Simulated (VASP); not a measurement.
Set up this calculation in VASP 6.6.1, as the native input.

- Task: electric field gradients
- Functional: PBEsol
- Potentials or basis: VASP PAW PBE potentials, release 64 (Nb_sv, Ru_pv)
- Cutoff: 520 eV
- k mesh: 11 × 11 × 11
- Occupations: fermi-dirac, width 0.03 eV
- Spin: no spin polarisation
- Dipole correction: no
- Further INCAR settings: ALGO = Normal; EDIFF = 1e-08; NBANDS = 20

The structure of NbRu lies in POSCAR:

```
NbRu
1.0
    3.1203200000      0.0000000000      0.0000000000
    0.0000000000      3.1203200000      0.0000000000
    0.0000000000      0.0000000000      3.1840000000
Nb Ru
1 1
Direct
    0.0000000000      0.0000000000      0.0000000000
    0.5000000000      0.5000000000      0.5000000000
```

This cell differs from its parent crystal: equal xx and yy strain of -2 %.

One way to write it, as run:

INCAR

```
SYSTEM = NbRu
ALGO = Normal
EDIFF = 1E-8
ENCUT = 520
GGA = PS
ISIF = 2
ISMEAR = -1
LASPH = .TRUE.
LCHARG = .FALSE.
LEFG = .TRUE.
LREAL = .FALSE.
LWAVE = .FALSE.
NBANDS = 20
NELM = 60
PREC = Accurate
SIGMA = 0.03
```

KPOINTS

```
k-points
0
G
  11 11 11
  0 0 0
```

Potentials or basis: VASP PAW PBE potentials, release 64 (Nb_sv, Ru_pv).

The run is started by

```bash
$ cat potpaw_PBE.64/Nb_sv/POTCAR potpaw_PBE.64/Ru_pv/POTCAR > POTCAR
$ mpirun -np 1 vasp_std > vasp.out
```

It gave:

```yaml
Pressure: -0.8 GPa
```

Caveat: the cell differs from its parent crystal (equal xx and yy strain of -2 %); without QUAD_EFG the Cq values of the log hold for a quadrupole moment of 1 mb, not for the nuclei; the PAW data sets were made with another functional, which shifts forces and pressure a little.

Wall time 53 s on 1 thread of Intel Xeon 6975P-C, on a shared host, peak memory 0.2 GiB.
